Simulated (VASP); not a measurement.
# Cd (Fd-3m) in VASP: a series of runs, part 3 of 3

VASP 6.6.1.

**4. Relaxation of cell and atoms, PBE, target pressure 0.046 GPa, at which the enthalpy is minimised**

Input file INCAR:

```
PREC = Accurate
ENCUT = 600
EDIFF = 1E-7
ISMEAR = -1
SIGMA = 0.08
LREAL = False
LASPH = True
NELM = 100
ALGO = Normal
ISIF = 3
LWAVE = False
LCHARG = False
GGA = PE
IBRION = 2
NSW = 32
EDIFFG = -0.005
PSTRESS = 0.45999999999999996
```

Input file KPOINTS:

```
regular mesh
0
Gamma
  11 11 11
```

Input file POSCAR:

```
Cd
1.0
    0.0000000000      3.3436306053      3.3436306053
    3.3436306053      0.0000000000      3.3436306053
    3.3436306053      3.3436306053      0.0000000000
Cd
2
Direct
   -0.1250000000     -0.1250000000     -0.1250000000
    0.1250000000      0.1250000000      0.1250000000
```

Potentials or basis: VASP PAW PBE potentials, release 64 (Cd).

Launch:

```bash
> cat potpaw_PBE.64/Cd/POTCAR > POTCAR
> mpirun -np 1 vasp_std > vasp.out
```

OUTCAR:

```text
PREC = Accurate
   ENCUT = 600
   EDIFF = 1E-7
   ISMEAR = -1
   LREAL = False
   LASPH = True
   NELM = 100
   ISIF = 3
   GGA = PE
   IBRION = 2
   NSW = 32
   EDIFFG = -0.005
   PSTRESS = 0.45999999999999996

 ion  position               nearest neighbor table
   1  0.875  0.875  0.875-   2 2.90   2 2.90   2 2.90   2 2.90
   2  0.125  0.125  0.125-   1 2.90   1 2.90   1 2.90   1 2.90

  LATTYP: Found a face centered cubic cell.
 ALAT       =     6.6872612106

  Lattice vectors:

 A1 = (   0.0000000000,   3.3436306053,   3.3436306053)
 A2 = (   3.3436306053,   0.0000000000,   3.3436306053)
 A3 = (   3.3436306053,   3.3436306053,   0.0000000000)

Analysis of symmetry for initial positions (statically):
=====================================================================
 Subroutine PRICEL returns:
 Original cell was already a primitive cell.

 Routine SETGRP: Setting up the symmetry group for a
 face centered cubic supercell.

 Subroutine GETGRP returns: Found 48 space group operations
 (whereof 12 operations were pure point group operations)
 out of a pool of 48 trial point group operations.

The static configuration has the point symmetry D_3d.
 The point group associated with its full space group is O_h .

Analysis of symmetry for dynamics (positions and initial velocities):
=====================================================================
 Subroutine PRICEL returns:
 Original cell was already a primitive cell.

 Routine SETGRP: Setting up the symmetry group for a
 face centered cubic supercell.

 Subroutine GETGRP returns: Found 48 space group operations
 (whereof 12 operations were pure point group operations)
 out of a pool of 48 trial point group operations.

The dynamic configuration has the point symmetry D_3d.
 The point group associated with its full space group is O_h .

 Subroutine INISYM returns: Found 48 space group operations
[... 118 lines left out ...]
  volume/ion in A,a.u.               =      37.38       252.26
  Fermi-wavevector in a.u.,A,eV,Ry     =   1.120943  2.118276 17.095907  1.256514
  Thomas-Fermi vector in A             =   2.257593
   LORBIT       =      0    0 simple, 1 ext, 2 COOP (PROOUT), +10 PAW based schemes
   GGA     = PE    functional components
   LHFCALC =     F    Hartree Fock is set to
   AEXX    =    0.0000 exact exchange contribution
   IVDW    =     0    specifies the selected vdW correction
   LEPSILON=     F    determine dielectric tensor
   LRPA    =     F    only Hartree local field effects (RPA)
 conjugate gradient relaxation of ions
 non-spin polarized calculation
  energy-cutoff  :      600.00
  volume of cell :       74.76
 maximum number of plane-waves:      2528
 NGX is ok and might be reduce to    40
   NGX = 19   NGY = 19   NGZ = 19

--------------------------------------- Ionic step        1  -------------------------------------------

 number of electron      24.0000006 magnetization

 Free energy of the ion-electron system (eV)
  ---------------------------------------------------
  ext. energy  EPLUGINS =         0.00000000
  ---------------------------------------------------
  free energy    TOTEN  =        -0.85022853 eV

  energy without entropy =       -0.82395215  energy(sigma->0) =       -0.83709034

------------------------ aborting loop because EDIFF is reached ----------------------------------------

  FORCE on cell =-STRESS in cart. coord.  units (eV):
  Direction    XX          YY          ZZ          XY          YZ          ZX
  --------------------------------------------------------------------------------------
  -------------------------------------------------------------------------------------
  Total        0.0548496      0.0548496      0.0548496      0.0000000      0.0000000     -0.0000000
  in kB        1.1754364      1.1754364      1.1754364      0.0000000      0.0000000     -0.0000000
  external PRESSURE =       0.7154364 kB  Pullay stress =       0.4600000 kB
[... 63 lines left out ...]
--------------------------------------- Ionic step        3  -------------------------------------------

 number of electron      24.0000006 magnetization

 Free energy of the ion-electron system (eV)
  ---------------------------------------------------
  ext. energy  EPLUGINS =         0.00000000
  ---------------------------------------------------
  free energy    TOTEN  =        -0.85038878 eV

  energy without entropy =       -0.82411497  energy(sigma->0) =       -0.83725188

 E-fermi :   0.0986     XC(G=0):  -8.0896

 val. band max:        0.0881974419   @ k =   0.3636   0.2727   0.0909
 cond. band min:       0.1476581037   @ k =  -0.3636   0.4545   0.0909
 fundamental gap:      0.0594606618
 Fermi energy:         0.0986110107

 k-point     1 :       0.0000    0.0000    0.0000
  band No.  band energies     occupation
      1      -9.0269      2.00000
      2      -9.0269      2.00000
      3      -9.0269      2.00000
      4      -8.9753      2.00000
      5      -8.9753      2.00000
      6      -8.3493      2.00000
[... 433 lines left out ...]
      3      -8.9873      2.00000
      4      -8.8856      2.00000
      5      -8.8018      2.00000
      6      -8.4701      2.00000
[... 8 lines left out ...]
     15       5.4814      0.00000
     16       6.4936      0.00000

 [... further k-points ...]
[... 5 lines left out ...]
  --------------------------------------------------------------------------------------
  -------------------------------------------------------------------------------------
  Total        0.0302463      0.0302463      0.0302463     -0.0000000      0.0000000     -0.0000000
  in kB        0.6457479      0.6457479      0.6457479     -0.0000000      0.0000000     -0.0000000
  external PRESSURE =       0.1857479 kB  Pullay stress =       0.4600000 kB
[... 21 lines left out ...]
  energy  without entropy=       -0.8241149748  energy(sigma->0) =       -0.83725188

  enthalpy is  TOTEN    =        -0.8288427311 eV   P V=        0.0215460527

 reached required accuracy - stopping structural energy minimisation
```

OSZICAR:

```text
N       E                     dE             d eps       ncg     rms          rms(c)
DAV:   1     0.165458462487E+03    0.16546E+03   -0.13142E+04  1792   0.153E+03
DAV:   2     0.328973888122E+01   -0.16217E+03   -0.15818E+03  1888   0.358E+02
DAV:   3    -0.890028435354E+00   -0.41798E+01   -0.41712E+01  2128   0.671E+01
DAV:   4    -0.898493917401E+00   -0.84655E-02   -0.84643E-02  2008   0.290E+00
[... 21 lines left out ...]
DAV:   3    -0.850400713657E+00    0.37040E-04   -0.90862E-05  1944   0.963E-02    0.415E-02
DAV:   4    -0.850389054337E+00    0.11659E-04   -0.66288E-06  1944   0.220E-02    0.273E-03
DAV:   5    -0.850388892512E+00    0.16182E-06   -0.25333E-07  1568   0.499E-03    0.163E-03
DAV:   6    -0.850388790026E+00    0.10249E-06   -0.14810E-07  1592   0.278E-03    0.259E-04
DAV:   7    -0.850388783769E+00    0.62569E-08   -0.77425E-09   944   0.113E-03
   3 F= -.82884273E+00 E0= -.81570583E+00  d E =-.792656E-04
```

CONTCAR:

```text
Cd
   1.00000000000000
     0.0000000000000000    3.3478307251279893    3.3478307251279893
     3.3478307251279893    0.0000000000000000    3.3478307251279893
     3.3478307251279893    3.3478307251279893   -0.0000000000000000
  Cd
     2
Direct
     0.8750000000000000    0.8750000000000000    0.8750000000000000
     0.1250000000000000    0.1250000000000000    0.1250000000000000

  0.00000000E+00  0.00000000E+00  0.00000000E+00
  0.00000000E+00  0.00000000E+00  0.00000000E+00
```

Run time: 81 s. Hardware: 1 thread of Intel Xeon 6975P-C (Granite Rapids), shared host; peak memory 0.28 GiB.

What came out:

| Item | Value |
| --- | --- |
| Free energy | -0.8504 eV |
| Relaxed volume | 37.52 Å³/atom |
| Relaxed cell | a = 4.735 Å, b = 4.735 Å, c = 4.735 Å, α = 60.00°, β = 60.00°, γ = 60.00° |
| Space group after relaxing (to 0.1 Å) | Fd-3m (No. 227) |
| Energy change on relaxing (the run minimises the enthalpy) | -0.1 meV/atom |
| Ionic steps | 3 |
| Pressure after relaxing | 0.1 GPa |
| Band gap on the k mesh | zero (bands 12 and 13 overlap by 4.58 eV) |

The path:
```
step  energy change (eV)  largest force (eV/Å)  pressure (GPa)  volume (Å³)
   1              0.0000                0.0000            0.12        74.76
   2             -0.0001                0.0000            0.08        74.94
   3             -0.0002                0.0000            0.06        75.04
```

Final structure:
```
CELL_PARAMETERS angstrom
0.00000 3.34783 3.34783
3.34783 0.00000 3.34783
3.34783 3.34783 0.00000
ATOMIC_POSITIONS crystal
Cd 0.87500 0.87500 0.87500
Cd 0.12500 0.12500 0.12500
```

Caveat: the cell is relaxed towards a set pressure, so the run minimises the enthalpy, not the energy.

**5. The runs side by side**

```csv
task,cell,cutoff (eV),gap on the mesh (eV),pressure (GPa)
single point,"a = 4.729 Å, angles 60.0°, 2 atoms",520,none,0.2
relaxation of cell and atoms,"relaxed to 0.046 GPa from a = 4.319 Å, angles 60.0°, 2 atoms",600,none,0.1
relaxation of cell and atoms,"relaxed to 0.046 GPa from a = 4.729 Å, angles 60.0°, 2 atoms",600,none,0.1
```

Alike in all rows: level PBE; potentials or basis VASP PAW PBE potentials, release 64 (Cd); no spin polarisation; k mesh 11 × 11 × 11; smearing fermi-dirac 0.08 eV.

Caveats: the cell is relaxed towards a set pressure, so the run minimises the enthalpy, not the energy (at least some runs); the volume moved by over 15 % at a fixed basis, so the end points are rough (at least some runs).

Absolute energies hang on the potentials; compare differences alone.
